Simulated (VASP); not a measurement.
# Si2As in VASP: notebook, part 2 of 2

VASP 6.6.1.

**4. Single point, PBE**

This run uses another cell than the first one, of 18.56 Å³/atom, 1.010 times its volume.

INCAR

```
PREC = Accurate
ENCUT = 500
EDIFF = 1E-6
ISMEAR = 0
SIGMA = 0.2
LREAL = F
LASPH = T
NELM = 120
ALGO = Normal
ISIF = 2
LWAVE = F
LCHARG = F
GGA = PE
NBANDS = 14
GGA_COMPAT = F
```

KPOINTS

```
regular mesh
0
Gamma
  6 6 6
```

POSCAR

```
Si2As
1.0
    2.1500314079      1.2413212137      3.4774169881
   -2.1500314079      1.2413212137      3.4774169881
    0.0000000000     -2.4826424226      3.4774169897
Si As
2 1
Direct
    0.8734383763      0.8734383763      0.8734383763
    0.6228566378      0.6228566378      0.6228566378
    0.1248489459      0.1248489459      0.1248489459
```

Potentials or basis: VASP PAW PBE potentials, release 64 (Si, As).

Started as:

```
$ cat potpaw_PBE.64/Si/POTCAR potpaw_PBE.64/As/POTCAR > POTCAR
$ mpirun -np 1 vasp_std > vasp.out
```

OUTCAR:

```text
PREC = Accurate
   ENCUT = 500
   EDIFF = 1E-6
   ISMEAR = 0
   LREAL = F
   LASPH = T
   NELM = 120
   ISIF = 2
   GGA = PE

 ion  position               nearest neighbor table
   1  0.873  0.873  0.873-   2 2.61   3 2.62   3 2.63   3 2.63   3 2.63   2 2.63   2 2.63   2 2.63

   2  0.623  0.623  0.623-   1 2.61   1 2.63   1 2.63   1 2.63   3 3.02   3 3.02   3 3.02
   3  0.125  0.125  0.125-   1 2.62   1 2.63   1 2.63   1 2.63   2 3.02   2 3.02   2 3.02

  LATTYP: Found a trigonal (rhomboedric) cell.
 ALAT       =     4.2726973120
 COS(alpha) =     0.4935747524

  Lattice vectors:

 A1 = (   2.1500314079,   1.2413212137,   3.4774169881)
 A2 = (  -2.1500314079,   1.2413212137,   3.4774169881)
 A3 = (   0.0000000000,  -2.4826424226,   3.4774169897)

Analysis of symmetry for initial positions (statically):
=====================================================================
 Subroutine PRICEL returns:
 Original cell was already a primitive cell.

 Routine SETGRP: Setting up the symmetry group for a
 trigonal (rhombohedral) supercell.

 Subroutine GETGRP returns: Found  6 space group operations
 (whereof  6 operations were pure point group operations)
 out of a pool of 12 trial point group operations.

[... 174 lines left out ...]
      2       1.3963      2.00000
      3       4.2532      2.00000
      4       4.2532      2.00000
      5       4.3468      2.00000
      6       5.5125      2.00000
      7       5.5125      2.00000
      8       5.5838      2.00000
      9       6.2553      2.00000
     10      10.1894      0.00000
     11      10.2832      0.00000
     12      10.2832      0.00000
     13      11.5219      0.00000
     14      11.5219      0.00000
[... 377 lines left out ...]
      1      -4.5237      2.00000
      2      -2.2751      2.00000
      3      -1.2817      2.00000
      4       0.9933      2.00000
      5       3.5929      2.00000
      6       6.7093      1.98684
      7       7.0724      0.93006
      8      10.0129      0.00000
      9      10.5491      0.00000
     10      11.8717      0.00000
     11      12.9525      0.00000
     12      13.2285      0.00000
     13      16.1149      0.00000
     14      16.4182      0.00000

 [... further k-points ...]
[... 5 lines left out ...]
  --------------------------------------------------------------------------------------
  -------------------------------------------------------------------------------------
  Total       -0.1187829     -0.1187829      0.0399323      0.0000000      0.0000000      0.0000000
  in kB       -3.4176491     -3.4176491      1.1489426      0.0000000      0.0000000      0.0000000
  external PRESSURE =      -1.8954519 kB  Pullay stress =       0.0000000 kB

 VOLUME and BASIS-vectors are now :
 -----------------------------------------------------------------------------
  energy-cutoff  :      500.00
  volume of cell :       55.68
      direct lattice vectors                 reciprocal lattice vectors
     2.150031408  1.241321214  3.477416988     0.232554742  0.134265543  0.095856590
    -2.150031408  1.241321214  3.477416988    -0.232554742  0.134265543  0.095856590
     0.000000000 -2.482642423  3.477416990     0.000000000 -0.268531086  0.095856590

 POSITION                                       TOTAL-FORCE (eV/Angst)
 -----------------------------------------------------------------------------------
      0.00000      0.00000      9.11193         0.000000     -0.000000     -0.000059
      0.00000      0.00000      6.49780         0.000000      0.000000      0.018048
      0.00000      0.00000      1.30246         0.000000     -0.000000     -0.017989
 -----------------------------------------------------------------------------------
    total drift:                                0.000000      0.000000     -0.000154

  FREE ENERGIE OF THE ION-ELECTRON SYSTEM (eV)
  ---------------------------------------------------
  free  energy   TOTEN  =       -14.0706484251 eV

  energy  without entropy=      -14.0428448047  energy(sigma->0) =      -14.05674661
```

OSZICAR:

```text
N       E                     dE             d eps       ncg     rms          rms(c)
DAV:   1     0.211060264296E+02    0.21106E+02   -0.47495E+03   896   0.712E+02
DAV:   2    -0.126445323106E+02   -0.33751E+02   -0.31209E+02  1176   0.112E+02
DAV:   3    -0.141397972765E+02   -0.14953E+01   -0.14860E+01  1138   0.216E+01
DAV:   4    -0.141513762863E+02   -0.11579E-01   -0.11577E-01  1100   0.240E+00
DAV:   5    -0.141515140673E+02   -0.13778E-03   -0.13778E-03  1148   0.253E-01    0.425E+00
DAV:   6    -0.140918666132E+02    0.59647E-01   -0.48131E-02  1082   0.109E+00    0.249E+00
DAV:   7    -0.140718398933E+02    0.20027E-01   -0.37057E-02  1158   0.948E-01    0.327E-01
DAV:   8    -0.140705727667E+02    0.12671E-02   -0.50482E-03  1070   0.392E-01    0.965E-02
DAV:   9    -0.140706225690E+02   -0.49802E-04   -0.54102E-04  1118   0.135E-01    0.961E-02
DAV:  10    -0.140706437834E+02   -0.21214E-04   -0.37736E-05  1076   0.356E-02    0.414E-02
DAV:  11    -0.140706483663E+02   -0.45829E-05   -0.27607E-05  1124   0.256E-02    0.594E-03
DAV:  12    -0.140706484251E+02   -0.58818E-07   -0.29307E-06  1052   0.104E-02
   1 F= -.14070648E+02 E0= -.14056747E+02  d E =-.278036E-01
```

Run time: 7.5 s. Hardware: 1 thread of Intel Xeon 6975P-C (Granite Rapids), shared host; peak memory 0.18 GiB.

Results:

```
Free energy   : -14.0706 eV
Pressure      : -0.2 GPa
Largest force : 0.018 eV/Å
```

Forces on the atoms (eV/Å):
```
Si   0.000  0.000  0.000
Si   0.000  0.000  0.018
As   0.000  0.000 -0.018
```

Stress tensor (GPa, compression positive):
```
-0.34  0.00  0.00
 0.00 -0.34  0.00
 0.00  0.00  0.11
```

Levels at points of the mesh, in eV from the Fermi level:
```tsv
k point	band 3	band 4	band 5	band 6	band 7	band 8	band 9	band 10
(0.00, 0.00, 0.00)	-2.81	-2.81	-2.71	-1.55	-1.55	-1.48	-0.80	3.13
(0.50, 0.00, 0.00)	-4.81	-3.73	-3.65	-1.57	-1.52	-0.55	4.32	4.97
(0.50, 0.50, 0.00)	-7.35	-5.57	-5.50	-1.88	3.06	3.11	4.93	5.15
(0.50, 0.50, 0.50)	-4.91	-3.73	-3.73	-1.63	-1.63	-0.67	4.30	5.14
```

**5. Relaxation of cell and atoms, PBE**

This run uses another cell than the first one, of 16.74 Å³/atom, 0.910 times its volume.

INCAR

```
PREC = Accurate ; ENCUT = 500
EDIFF = 1E-7 ; ISMEAR = 0
SIGMA = 0.2 ; LREAL = F
LASPH = T ; NELM = 120
ALGO = Normal ; ISIF = 3
LWAVE = F ; LCHARG = F
GGA = PE ; IBRION = 2
NSW = 36 ; EDIFFG = -0.08
GGA_COMPAT = F ; NELMIN = 4
```

KPOINTS is that of step 4.

POSCAR

```
Si2As
1.0
    0.0000000000      2.9281796900      2.9281796900
    2.9281796900      0.0000000000      2.9281796900
    2.9281796900      2.9281796900      0.0000000000
Si As
2 1
Direct
    0.7500000000      0.7500000000      0.7500000000
    0.5000000000      0.5000000000      0.5000000000
    0.0000000000      0.0000000000      0.0000000000
```

Potentials or basis: VASP PAW PBE potentials, release 64 (Si, As).

Started as:

```
$ cat potpaw_PBE.64/Si/POTCAR potpaw_PBE.64/As/POTCAR > POTCAR
$ mpirun -np 1 vasp_std > vasp.out
```

OUTCAR:

```text
PREC = Accurate
   ENCUT = 500
   EDIFF = 1E-7
   ISMEAR = 0
   LREAL = F
   LASPH = T
   NELM = 120
   ISIF = 3
   GGA = PE
   IBRION = 2
   NSW = 36
   EDIFFG = -0.08
   NELMIN = 4

 ion  position               nearest neighbor table
   1  0.750  0.750  0.750-   2 2.54   2 2.54   3 2.54   3 2.54   3 2.54   3 2.54   2 2.54   2 2.54

   2  0.500  0.500  0.500-   1 2.54   1 2.54   1 2.54   1 2.54   3 2.93   3 2.93   3 2.93   3 2.93
                             3 2.93   3 2.93
   3  0.000  0.000  0.000-   1 2.54   1 2.54   1 2.54   1 2.54   2 2.93   2 2.93   2 2.93   2 2.93
                             2 2.93   2 2.93

  LATTYP: Found a face centered cubic cell.
 ALAT       =     5.8563593800

  Lattice vectors:

[... 179 lines left out ...]
  -------------------------------------------------------------------------------------
  Total        2.8362590      2.8362590      2.8362590      0.0000000      0.0000000      0.0000000
  in kB       90.4968151     90.4968151     90.4968151      0.0000000      0.0000000      0.0000000
  external PRESSURE =      90.4968151 kB  Pullay stress =       0.0000000 kB
[... 61 lines left out ...]
--------------------------------------- Ionic step        3  -------------------------------------------

 number of electron      12.9999999 magnetization

 Free energy of the ion-electron system (eV)
  ---------------------------------------------------
  ext. energy  EPLUGINS =         0.00000000
  ---------------------------------------------------
  free energy    TOTEN  =       -14.07089194 eV

  energy without entropy =      -14.04313579  energy(sigma->0) =      -14.05701386

 E-fermi :   7.0962     XC(G=0): -10.2123

 val. band max:        6.7781683831   @ k =   0.5000   0.1667   0.0000
 cond. band min:       7.1109257262   @ k =  -0.3333   0.5000   0.1667
 fundamental gap:      0.3327573431
 Fermi energy:         7.0962255471

 k-point     1 :       0.0000    0.0000    0.0000
  band No.  band energies     occupation
      1      -7.1098      2.00000
      2       1.4445      2.00000
      3       4.3101      2.00000
      4       4.3101      2.00000
      5       4.3101      2.00000
      6       5.5633      2.00000
      7       5.5633      2.00000
      8       5.5633      2.00000
      9       6.3079      2.00000
     10      10.2891      0.00000
[... 223 lines left out ...]
  FREE ENERGIE OF THE ION-ELECTRON SYSTEM (eV)
  ---------------------------------------------------
  free  energy   TOTEN  =       -14.0708919400 eV

  energy  without entropy=      -14.0431357858  energy(sigma->0) =      -14.05701386

 reached required accuracy - stopping structural energy minimisation
```

OSZICAR:

```text
N       E                     dE             d eps       ncg     rms          rms(c)
DAV:   1     0.238402973377E+02    0.23840E+02   -0.50701E+03   320   0.101E+03
DAV:   2    -0.124750075148E+02   -0.36315E+02   -0.34508E+02   440   0.139E+02
DAV:   3    -0.140296672036E+02   -0.15547E+01   -0.15077E+01   432   0.254E+01
[... 29 lines left out ...]
DAV:   4    -0.140708998354E+02    0.19291E-03   -0.66745E-04   370   0.174E-01    0.376E-02
DAV:   5    -0.140708909000E+02    0.89354E-05   -0.59705E-05   350   0.618E-02    0.335E-02
DAV:   6    -0.140708918988E+02   -0.99875E-06   -0.38388E-06   354   0.149E-02    0.163E-02
DAV:   7    -0.140708920187E+02   -0.11996E-06   -0.24007E-06   390   0.893E-03    0.123E-03
DAV:   8    -0.140708919400E+02    0.78711E-07   -0.18043E-07   180   0.349E-03
   3 F= -.14070892E+02 E0= -.14057014E+02  d E =-.137395E+00
```

CONTCAR:

```text
Si2As
   1.00000000000000
     0.0000000000000000    3.0277566546868302    3.0277566546868302
     3.0277566546868302    0.0000000000000000    3.0277566546868302
     3.0277566546868302    3.0277566546868302    0.0000000000000000
  Si              As
     2     1
Direct
     0.7500000000000000    0.7500000000000000    0.7500000000000000
     0.5000000000000000    0.5000000000000000    0.5000000000000000
     0.0000000000000000    0.0000000000000000    0.0000000000000000

  0.00000000E+00  0.00000000E+00  0.00000000E+00
  0.00000000E+00  0.00000000E+00  0.00000000E+00
  0.00000000E+00  0.00000000E+00  0.00000000E+00
```

Run time: 12 s. Hardware: 1 thread of Intel Xeon 6975P-C (Granite Rapids), shared host; peak memory 0.16 GiB.

Results:

* Free energy: -14.0709 eV
* Relaxed volume: 18.50 Å³/atom
* Relaxed cell: a = 4.282 Å, b = 4.282 Å, c = 4.282 Å, α = 60.00°, β = 60.00°, γ = 60.00°
* Space group after relaxing (to 0.05 Å): F-43m (No. 216)
* Energy gained by relaxing: 45.8 meV/atom
* Ionic steps: 3
* Pressure after relaxing: 0.0 GPa

The path:
| step | energy change (eV) | largest force (eV/Å) | pressure (GPa) | volume (Å³) |
| --- | --- | --- | --- | --- |
| 1 | 0.0000 | 0.0000 | 9.05 | 50.21 |
| 2 | -0.1241 | 0.0000 | -2.21 | 57.40 |
| 3 | -0.1374 | 0.0000 | 0.03 | 55.51 |

Final structure:
```
CELL_PARAMETERS angstrom
0.00000 3.02776 3.02776
3.02776 0.00000 3.02776
3.02776 3.02776 0.00000
ATOMIC_POSITIONS crystal
Si 0.75000 0.75000 0.75000
Si 0.50000 0.50000 0.50000
As 0.00000 0.00000 0.00000
```

Levels at points of the mesh, in eV from the Fermi level:
```csv
k point,band 4,band 5,band 6,band 7,band 8,band 9
"(0.00, 0.00, 0.00)",-2.79,-2.79,-1.53,-1.53,-1.53,-0.79
"(0.50, 0.00, 0.00)",-3.71,-3.71,-1.58,-1.58,-0.58,4.34
"(0.50, 0.50, 0.00)",-5.55,-5.55,-1.89,3.09,3.09,4.96
```

**6. Summary**

```tsv
task	cell	gap on the mesh (eV)	pressure (GPa)
single point	a = 4.273 Å, angles 60.0°, 3 atoms	none	0.5
single point	a = 4.275 Å, angles 60.0°, 3 atoms	none	0.4
single point	a = 4.273 Å, angles 60.4°, 3 atoms	none	-0.2
relaxation of cell and atoms	relaxed from a = 4.141 Å, angles 60.0°, 3 atoms	none	0.0
```

Alike in all rows: level PBE; potentials or basis VASP PAW PBE potentials, release 64 (Si, As); no spin polarisation; k mesh 6 × 6 × 6; cutoff (eV) 500; smearing gaussian 0.2 eV.

Absolute energies hang on the potentials; compare differences alone.
